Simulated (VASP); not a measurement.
# W (Fm-3m) in VASP: further runs

W is run at these levels: PBEsol; tasks: single point.

All numbers are computed with VASP 6.6.1; they aren't measurements. Logs are shortened: lines on timing, memory, paths and dates and some standing lists are left out, and cuts for length are marked.

**1. The cell of the first run**

It takes space group Fm-3m (No. 225, cubic). Conventional cell: a = 4.023 Å, b = 4.023 Å, c = 4.023 Å, α = 90.00°, β = 90.00°, γ = 90.00°. W (site symmetry m-3m) has 12 W at 2.84 Å within 3.7 Å.

**2. Single point, PBEsol (strained)**

File INCAR:

```
  PREC = Accurate
  ENCUT = 520
  EDIFF = 1E-6
  ISMEAR = 0
  SIGMA = 0.1
  LREAL = F
  LASPH = T
  NELM = 60
  ALGO = Normal
  ISIF = 2
  LWAVE = F
  LCHARG = T
  GGA = PS
  LELF = T
  LVHAR = T
  NBANDS = 13
```

File KPOINTS:

```
Automatic mesh
0
Gamma
  18 18 18
```

File POSCAR:

```
W
1.0
    0.0000000000      2.0113443000      2.0113443000
    2.0113443000      0.0000000000      2.0113443000
    2.0113443000      2.0113443000      0.0000000000
W
1
Direct
    0.0000000000      0.0000000000      0.0000000000
```

Potentials or basis: VASP PAW PBE potentials, release 64 (W_sv).

Command:

```
cat potpaw_PBE.64/W_sv/POTCAR > POTCAR
mpirun -np 1 vasp_std > vasp.out
```

OUTCAR:

```text
PREC = Accurate
   ENCUT = 520
   EDIFF = 1E-6
   ISMEAR = 0
   LREAL = F
   LASPH = T
   NELM = 60
   ISIF = 2
   GGA = PS

 ion  position               nearest neighbor table
   1  0.000  0.000  0.000-

  LATTYP: Found a face centered cubic cell.
 ALAT       =     4.0226886000

  Lattice vectors:

 A1 = (   0.0000000000,   2.0113443000,   2.0113443000)
 A2 = (   2.0113443000,   0.0000000000,   2.0113443000)
 A3 = (   2.0113443000,   2.0113443000,   0.0000000000)

Analysis of symmetry for initial positions (statically):
=====================================================================
 Subroutine PRICEL returns:
 Original cell was already a primitive cell.

 Routine SETGRP: Setting up the symmetry group for a
 face centered cubic supercell.

 Subroutine GETGRP returns: Found 48 space group operations
 (whereof 48 operations were pure point group operations)
 out of a pool of 48 trial point group operations.

The static configuration has the point symmetry O_h .

Analysis of symmetry for dynamics (positions and initial velocities):
=====================================================================
 Subroutine PRICEL returns:
 Original cell was already a primitive cell.

 Routine SETGRP: Setting up the symmetry group for a
 face centered cubic supercell.

 Subroutine GETGRP returns: Found 48 space group operations
 (whereof 48 operations were pure point group operations)
 out of a pool of 48 trial point group operations.

The dynamic configuration has the point symmetry O_h .

 Subroutine INISYM returns: Found 48 space group operations
 (whereof 48 operations are pure point group operations),
 and found     1 'primitive' translations

----------------------------------------------------------------------------------------

                                     Primitive cell

  volume of cell :      16.2738

  direct lattice vectors                    reciprocal lattice vectors
     0.000000000  2.011344300  2.011344300    -0.248589960  0.248589960  0.248589960
     2.011344300  0.000000000  2.011344300     0.248589960 -0.248589960  0.248589960
     2.011344300  2.011344300  0.000000000     0.248589960  0.248589960 -0.248589960

  length of vectors
     2.844470388  2.844470388  2.844470388     0.430570442  0.430570442  0.430570442

  position of ions in fractional coordinates (direct lattice)
     0.000000000  0.000000000  0.000000000

  ion indices of the primitive-cell ions
   primitive index   ion index
                 1           1

[... 70 lines left out ...]
   NELM   =     60;   NELMIN=  2; NELMDL= -5     # of ELM steps
   EDIFF  = 0.1E-05   stopping-criterion for ELM
   LREAL  =      F    real-space projection
[... 7 lines left out ...]
   TEBEG  =    0.0;   TEEND  =   0.0 temperature during run
   PSTRESS=    0.0 pullay stress
   NELECT =      14.0000    total number of electrons
   NUPDOWN=      -1.0000    fix difference up-down
   EMIN   =  10.00;   EMAX   =-10.00  energy-range for DOS
   EFERMI =   0.00;   METHOD = LEGACY
   ISMEAR =     0;   SIGMA  =   0.10  broadening in eV -4-tet -1-fermi 0-gaus
   EFERMI_NEDOS =   21; number of points for ismear=-14 and -15
   IALGO  =     38    algorithm
   IMIX   =      4    mixing-type and parameters
     AMIX     =   0.40;   BMIX     =  1.00
     AMIX_MAG =   1.60;   BMIX_MAG =  1.00
  volume/ion in A,a.u.               =      16.27       109.82
  Fermi-wavevector in a.u.,A,eV,Ry     =   1.556997  2.942298 32.983780  2.424239
  Thomas-Fermi vector in A             =   2.660711
   LORBIT       =      0    0 simple, 1 ext, 2 COOP (PROOUT), +10 PAW based schemes
   GGA     = PS    functional components
   LHFCALC =     F    Hartree Fock is set to
   AEXX    =    0.0000 exact exchange contribution
   IVDW    =     0    specifies the selected vdW correction
   LEPSILON=     F    determine dielectric tensor
   LRPA    =     F    only Hartree local field effects (RPA)
 non-spin polarized calculation
 Gauss-broadening in eV      SIGMA  =   0.10
  energy-cutoff  :      520.00
  volume of cell :       16.27
 maximum number of plane-waves:       452
 NGX is ok and might be reduce to    24
   NGX = 11   NGY = 11   NGZ = 11

 number of electron      14.0000001 magnetization

 Free energy of the ion-electron system (eV)
  ---------------------------------------------------
  ext. energy  EPLUGINS =         0.00000000
  ---------------------------------------------------
  free energy    TOTEN  =       -13.30947875 eV

  energy without entropy =      -13.30276183  energy(sigma->0) =      -13.30612029

 E-fermi :  10.4202     XC(G=0): -13.6036

 val. band max:       10.4130656457   @ k =  -0.1667   0.0556   0.0000
 cond. band min:      10.4224376687   @ k =  -0.2222   0.0556   0.0000
 fundamental gap:      0.0093720230
 Fermi energy:        10.4202044441

 k-point     1 :       0.0000    0.0000    0.0000
  band No.  band energies     occupation
      1     -63.1836      2.00000
      2     -26.7988      2.00000
      3     -26.7988      2.00000
      4     -26.7988      2.00000
      5       1.3838      2.00000
      6       9.8606      2.00000
      7       9.8606      2.00000
      8       9.8606      2.00000
      9      13.0144      0.00000
     10      13.0144      0.00000
     11      23.2721      0.00000
     12      28.4942      0.00000
     13      28.4942      0.00000
[... 354 lines left out ...]
  band No.  band energies     occupation
      1     -63.1295      2.00000
      2     -27.3814      2.00000
      3     -26.9143      2.00000
      4     -26.8616      2.00000
      5       3.6178      2.00000
      6       8.7624      2.00000
      7      10.2723      1.96354
      8      10.4224      0.97480
      9      12.5252      0.00000
     10      13.5697      0.00000
     11      23.9096      0.00000
     12      27.3784      0.00000
     13      31.6067      0.00000

 [... further k-points ...]
[... 5 lines left out ...]
  --------------------------------------------------------------------------------------
  -------------------------------------------------------------------------------------
  Total       -0.4820641     -0.4820641     -0.4820641     -0.0000000      0.0000000     -0.0000000
  in kB      -47.4598195    -47.4598195    -47.4598195     -0.0000000      0.0000000     -0.0000000
  external PRESSURE =     -47.4598195 kB  Pullay stress =       0.0000000 kB

 VOLUME and BASIS-vectors are now :
 -----------------------------------------------------------------------------
  energy-cutoff  :      520.00
  volume of cell :       16.27
      direct lattice vectors                 reciprocal lattice vectors
     0.000000000  2.011344300  2.011344300    -0.248589960  0.248589960  0.248589960
     2.011344300  0.000000000  2.011344300     0.248589960 -0.248589960  0.248589960
     2.011344300  2.011344300  0.000000000     0.248589960  0.248589960 -0.248589960

 POSITION                                       TOTAL-FORCE (eV/Angst)
 -----------------------------------------------------------------------------------
      0.00000      0.00000      0.00000         0.000000      0.000000      0.000000
 -----------------------------------------------------------------------------------
    total drift:                               -0.000000      0.000000      0.000000

  FREE ENERGIE OF THE ION-ELECTRON SYSTEM (eV)
  ---------------------------------------------------
  free  energy   TOTEN  =       -13.3094787493 eV

  energy  without entropy=      -13.3027618276  energy(sigma->0) =      -13.30612029
```

OSZICAR:

```text
N       E                     dE             d eps       ncg     rms          rms(c)
DAV:   1     0.827355594154E+02    0.82736E+02   -0.74235E+03  5083   0.122E+03
DAV:   2    -0.123609255507E+02   -0.95096E+02   -0.91684E+02  5620   0.311E+02
DAV:   3    -0.139874038099E+02   -0.16265E+01   -0.16178E+01  5670   0.394E+01
DAV:   4    -0.139943348657E+02   -0.69311E-02   -0.69308E-02  5625   0.284E+00
DAV:   5    -0.139943939462E+02   -0.59081E-04   -0.59080E-04  5765   0.248E-01    0.200E+01
DAV:   6    -0.134502410302E+02    0.54415E+00   -0.45562E-01  5385   0.879E+00    0.775E+00
DAV:   7    -0.133147795452E+02    0.13546E+00   -0.21065E-01  5660   0.559E+00    0.518E-01
DAV:   8    -0.133094806997E+02    0.52988E-02   -0.40818E-03  5135   0.837E-01    0.665E-02
DAV:   9    -0.133094752261E+02    0.54736E-05   -0.63111E-05  6492   0.888E-02    0.414E-02
DAV:  10    -0.133094783734E+02   -0.31473E-05   -0.41850E-06  5355   0.263E-02    0.103E-02
DAV:  11    -0.133094787493E+02   -0.37591E-06   -0.10601E-07  2920   0.335E-03
   1 F= -.13309479E+02 E0= -.13306120E+02  d E =-.671692E-02
```

stdout:

```text
POSCAR found type information on POSCAR W
 POSCAR found :  1 types and       1 ions
 scaLAPACK will be used
 -----------------------------------------------------------------------------
|                                                                             |
|                                                                             |
|     You enforced a specific xc type in the INCAR file but a different       |
|     I HOPE YOU KNOW WHAT YOU ARE DOING!                                     |
|                                                                             |
 -----------------------------------------------------------------------------

 LDA part: xc-table for (Slater+PW92), standard interpolation
 POSCAR, INCAR and KPOINTS ok, starting setup
 FFT: planning ... GRIDC
 FFT: planning ... GRID_SOFT
 FFT: planning ... GRID
 WAVECAR not read
 entering main loop
```

Run time: 41 s. Hardware: 1 thread of Intel Xeon 6975P-C, shared host; peak memory 0.17 GiB.

Results:

```
Free energy            : -13.3095 eV
Pressure               : -4.7 GPa
Band gap on the k mesh : zero (band 7 reaches 13.55 eV, above the bottom of band 8 at 9.86 eV)
```

Caveat: the cell differs from its parent crystal (strained); the PAW data sets were made with another functional, which shifts forces and pressure a little; spin-orbit coupling is left out, which moves the levels of the heavy elements.

**3. Single point, PBEsol (strained)**

File INCAR:

```
PREC     = Accurate       # precision mode
ENCUT    = 520            # plane-wave cutoff, eV
EDIFF    = 1E-6           # SCF threshold, eV
ISMEAR   = 0              # smearing method
SIGMA    = 0.1            # smearing width, eV
LREAL    = False          # projectors in reciprocal space
LASPH    = True           # aspherical terms in the spheres
NELM     = 60             # most SCF steps
ALGO     = Fast           # electronic algorithm
ISIF     = 2              # what is computed and relaxed
LWAVE    = False          # write WAVECAR
LCHARG   = False          # write CHGCAR
GGA      = PS             # functional
NBANDS   = 13             # bands
```

File KPOINTS:

```
regular mesh
0
Gamma
  18 18 18
```

File POSCAR:

```
W
1.0
    0.0000000000      2.1298151000      2.1298151000
    2.1298151000      0.0000000000      2.1298151000
    2.1298151000      2.1298151000      0.0000000000
W
1
Direct
    0.0000000000      0.0000000000      0.0000000000
```

Potentials or basis: VASP PAW PBE potentials, release 64 (W_sv).

Command:

```
cat potpaw_PBE.64/W_sv/POTCAR > POTCAR
mpirun -np 1 vasp_std > vasp.out
```

OUTCAR:

```text
PREC = Accurate
   ENCUT = 520
   EDIFF = 1E-6
   ISMEAR = 0
   LREAL = False
   LASPH = True
   NELM = 60
   ISIF = 2
   GGA = PS

 ion  position               nearest neighbor table
   1  0.000  0.000  0.000-

  LATTYP: Found a face centered cubic cell.
 ALAT       =     4.2596302000

  Lattice vectors:

 A1 = (   0.0000000000,   2.1298151000,   2.1298151000)
 A2 = (   2.1298151000,   0.0000000000,   2.1298151000)
 A3 = (   2.1298151000,   2.1298151000,   0.0000000000)

Analysis of symmetry for initial positions (statically):
=====================================================================
 Subroutine PRICEL returns:
 Original cell was already a primitive cell.

 Routine SETGRP: Setting up the symmetry group for a
 face centered cubic supercell.

 Subroutine GETGRP returns: Found 48 space group operations
 (whereof 48 operations were pure point group operations)
 out of a pool of 48 trial point group operations.

The static configuration has the point symmetry O_h .

Analysis of symmetry for dynamics (positions and initial velocities):
=====================================================================
 Subroutine PRICEL returns:
 Original cell was already a primitive cell.

 Routine SETGRP: Setting up the symmetry group for a
 face centered cubic supercell.

 Subroutine GETGRP returns: Found 48 space group operations
 (whereof 48 operations were pure point group operations)
 out of a pool of 48 trial point group operations.

The dynamic configuration has the point symmetry O_h .

 Subroutine INISYM returns: Found 48 space group operations
 (whereof 48 operations are pure point group operations),
 and found     1 'primitive' translations

----------------------------------------------------------------------------------------

                                     Primitive cell

  volume of cell :      19.3222

[... 108 lines left out ...]
  Fermi-wavevector in a.u.,A,eV,Ry     =   1.470389  2.778633 29.416396  2.162044
  Thomas-Fermi vector in A             =   2.585652
   LORBIT       =      0    0 simple, 1 ext, 2 COOP (PROOUT), +10 PAW based schemes
   GGA     = PS    functional components
   LHFCALC =     F    Hartree Fock is set to
   AEXX    =    0.0000 exact exchange contribution
   IVDW    =     0    specifies the selected vdW correction
   LEPSILON=     F    determine dielectric tensor
   LRPA    =     F    only Hartree local field effects (RPA)
 non-spin polarized calculation
 RMM-DIIS sequential band-by-band and
 Gauss-broadening in eV      SIGMA  =   0.10
  energy-cutoff  :      520.00
  volume of cell :       19.32
 maximum number of plane-waves:       534
   NGX = 11   NGY = 11   NGZ = 11

 number of electron      14.0000001 magnetization

 Free energy of the ion-electron system (eV)
  ---------------------------------------------------
  ext. energy  EPLUGINS =         0.00000000
  ---------------------------------------------------
  free energy    TOTEN  =       -12.84458909 eV

  energy without entropy =      -12.83620891  energy(sigma->0) =      -12.84039900

 E-fermi :   8.2434     XC(G=0): -12.6672

 val. band max:        8.2391106722   @ k =  -0.3889   0.1667   0.0556
 cond. band min:       8.2475279828   @ k =   0.2222   0.1111   0.0556
 fundamental gap:      0.0084173106
 Fermi energy:         8.2433677989

 k-point     1 :       0.0000    0.0000    0.0000
  band No.  band energies     occupation
      1     -65.7456      2.00000
      2     -29.5239      2.00000
      3     -29.5239      2.00000
      4     -29.5239      2.00000
      5       0.0880      2.00000
      6       7.8221      2.00000
      7       7.8221      2.00000
      8       7.8221      2.00000
      9      10.2715      0.00000
     10      10.2715      0.00000
     11      20.8045      0.00000
     12      25.2061      0.00000
     13      25.2061      0.00000
[... 354 lines left out ...]
  band No.  band energies     occupation
      1     -65.7214      2.00000
      2     -29.8395      2.00000
      3     -29.5884      2.00000
      4     -29.5600      2.00000
      5       2.0067      2.00000
      6       6.9014      2.00000
      7       8.1582      1.77175
      8       8.2834      0.57127
      9       9.9418      0.00000
     10      10.7320      0.00000
     11      20.8469      0.00000
     12      23.4919      0.00000
     13      27.3400      0.00000

 [... further k-points ...]
[... 5 lines left out ...]
  --------------------------------------------------------------------------------------
  -------------------------------------------------------------------------------------
  Total       -4.6673371     -4.6673371     -4.6673371     -0.0000000     -0.0000000     -0.0000000
  in kB     -387.0116642   -387.0116642   -387.0116642     -0.0000000     -0.0000000     -0.0000000
  external PRESSURE =    -387.0116642 kB  Pullay stress =       0.0000000 kB

 VOLUME and BASIS-vectors are now :
 -----------------------------------------------------------------------------
  energy-cutoff  :      520.00
  volume of cell :       19.32
      direct lattice vectors                 reciprocal lattice vectors
     0.000000000  2.129815100  2.129815100    -0.234762163  0.234762163  0.234762163
     2.129815100  0.000000000  2.129815100     0.234762163 -0.234762163  0.234762163
     2.129815100  2.129815100  0.000000000     0.234762163  0.234762163 -0.234762163

 POSITION                                       TOTAL-FORCE (eV/Angst)
 -----------------------------------------------------------------------------------
      0.00000      0.00000      0.00000         0.000000      0.000000      0.000000
 -----------------------------------------------------------------------------------
    total drift:                                0.000000      0.000000     -0.000000

  FREE ENERGIE OF THE ION-ELECTRON SYSTEM (eV)
  ---------------------------------------------------
  free  energy   TOTEN  =       -12.8445890890 eV

  energy  without entropy=      -12.8362089102  energy(sigma->0) =      -12.84039900
```

Run time: 56 s. Hardware: 1 thread of Intel Xeon 6975P-C, shared host; peak memory 0.17 GiB.

Results:

```yaml
Free_energy: -12.8446 eV
Pressure: -38.7 GPa
Band_gap_on_the_k_mesh: zero (band 7 reaches 10.56 eV, above the bottom of band 8 at 7.80 eV)
```

Levels at points of the mesh, in eV from the Fermi level:
```
           k point  band 4  band 5  band 6  band 7  band 8  band 9  band 10  band 11
(0.00, 0.00, 0.00)  -37.77   -8.16   -0.42   -0.42   -0.42    2.03     2.03    12.56
(0.50, 0.00, 0.00)  -37.86   -4.80   -0.58   -0.58    0.29    3.97     3.97     8.03
(0.50, 0.50, 0.00)  -38.01   -4.48   -3.61    2.32    3.93    4.54     4.54    10.12
```

Caveat: the cell differs from its parent crystal (strained); the PAW data sets were made with another functional, which shifts forces and pressure a little; spin-orbit coupling is left out, which moves the levels of the heavy elements.
